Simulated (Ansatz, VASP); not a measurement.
This is a calculation of GaGe for Ansatz 0.2.0.

input

```
crystal:
  lattice:
    - [0.0, 2.897844, 2.897844]
    - [2.897844, 0.0, 2.897844]
    - [2.897844, 2.897844, 0.0]
  atoms:
    - { symbol: Ge, position: [0.0, 0.0, 0.0] }
    - { symbol: Ga, position: [0.25, 0.25, 0.25] }
hamiltonian:
  xc: { exchange: pbesol, correlation: pbesol, exx: { coeff: 0.25 } }
  pseudopotentials: { kind: paw }
kpoints:
  mp_grid: { grid: [4, 4, 4] }
scf:
  occupations: { method: fermi_dirac, width: 0.05 }
output:
  forces: true
  stress: true
  eigenvalues: true
```

Task: Translate it to VASP 6.6.1. Potentials there: VASP PAW PBE potentials, release 64 (Ge_d, Ga_d).

Result: As run (the cutoff follows the program's own potentials):

Contents of POSCAR:

```
GaGe
1.0
    0.0000000000      2.8978440000      2.8978440000
    2.8978440000      0.0000000000      2.8978440000
    2.8978440000      2.8978440000      0.0000000000
Ge Ga
1 1
Direct
    0.0000000000      0.0000000000      0.0000000000
    0.2500000000      0.2500000000      0.2500000000
```

File INCAR.step1:

```
SYSTEM = GaGe
PREC = Accurate
ENCUT = 520
EDIFF = 1E-5
ISMEAR = -1
SIGMA = 0.05
LREAL = .False.
LASPH = .True.
NELM = 80
ALGO = Normal
ISIF = 2
LWAVE = .True.
NBANDS = 20
GGA = PE
```

Contents of INCAR.step2:

```
SYSTEM = GaGe
PREC = Accurate
ENCUT = 520
EDIFF = 1E-7
ISMEAR = -1
SIGMA = 0.05
LREAL = .False.
LASPH = .True.
NELM = 80
ALGO = Normal
ISIF = 2
LWAVE = .False.
LCHARG = .True.
GGA = PS
LHFCALC = .True.
AEXX = 0.25
PRECFOCK = Normal
LELF = .True.
LVHAR = .True.
NBANDS = 20
ISTART = 1
```

The input KPOINTS:

```
Automatic mesh
0
Gamma
  4 4 4
  0 0 0
```

Potentials or basis: VASP PAW PBE potentials, release 64 (Ge_d, Ga_d).

Command:

```console
$ cat potpaw_PBE.64/Ge_d/POTCAR potpaw_PBE.64/Ga_d/POTCAR > POTCAR
$ cp INCAR.step1 INCAR
$ mpirun -np 1 vasp_std > vasp.out
$ cp INCAR.step2 INCAR
$ mpirun -np 1 vasp_std > vasp.out
```

Both were run:

|  | VASP | Ansatz | Ansatz less VASP |
| --- | --- | --- | --- |
| gap on the k mesh at the Fermi level (eV) | none | none | - |
| pressure (GPa) | -3.9 | -3.8 | +0.08 |

VASP's potentials were made for PBE, not for PBEsol-based global hybrid. A gap of «none» marks a metal or a gap that the smearing closes. With one functional, cell and mesh, what is left measures potentials, basis and numerics.

The k mesh is coarse, so the values compare programs but aren't converged.
